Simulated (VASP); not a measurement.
# NiO: single point with PBE

The system is NiO.

```
Ni O
1.0
     0.06274    2.12268    2.12268
     2.12268    0.06274    2.12268
     2.12268    2.12268    0.06274
Ni O
1 1
Cartesian
  0.0000 0.0000 0.0000
  2.1540 2.1540 2.1540
```

This cell differs from its parent crystal: equal xy, yz and zx shear strains of +3 %.

* Program: VASP 6.6.1
* Task: single point
* Functional: PBE
* Potentials or basis: VASP PAW PBE potentials, release 64 (Ni, O)
* Cutoff: 520 eV
* k mesh: 17 × 17 × 17
* Occupations: fermi-dirac, width 0.03 eV
* Spin: collinear spin, ferromagnetic start
* Starting moments: [1.5, 0.0] μB

The pressure is 3.7 GPa, the net moment is 1.71 μB per cell and the site moments are Ni +1.41; O +0.26 μB. The valence electrons inside the program's atomic spheres are Ni 8.98; O 4.98.

Stress tensor (GPa, compression positive):
```
 3.71 -1.77 -1.77
-1.77  3.71 -1.77
-1.77 -1.77  3.71
```

Levels at points of the mesh, in eV from the Fermi level:
Spin up:
| k point | band 7 | band 8 | band 9 | band 10 | band 11 | band 12 |
| --- | --- | --- | --- | --- | --- | --- |
| (0.00, 0.00, 0.00) | -2.76 | -2.59 | -2.59 | 1.50 | 17.76 | 18.09 |
Spin down:
```
           k point  band 5  band 6  band 7  band 8  band 9  band 10
(0.00, 0.00, 0.00)   -1.99   -1.79   -1.79   -0.63   -0.63     1.84
```

Run time: 2.5 min on 1 thread of Intel(R) Xeon(R) 6975P-C (Granite Rapids), with other jobs on the host, peak memory 0.35 GiB.

Caveat: the cell differs from its parent crystal (equal xy, yz and zx shear strains of +3 %); a cell with one magnetic atom can't hold antiferromagnetic order, which such compounds often take; semilocal functionals often make such compounds metallic where correlation or magnetic order opens a gap, which also shifts bond lengths.
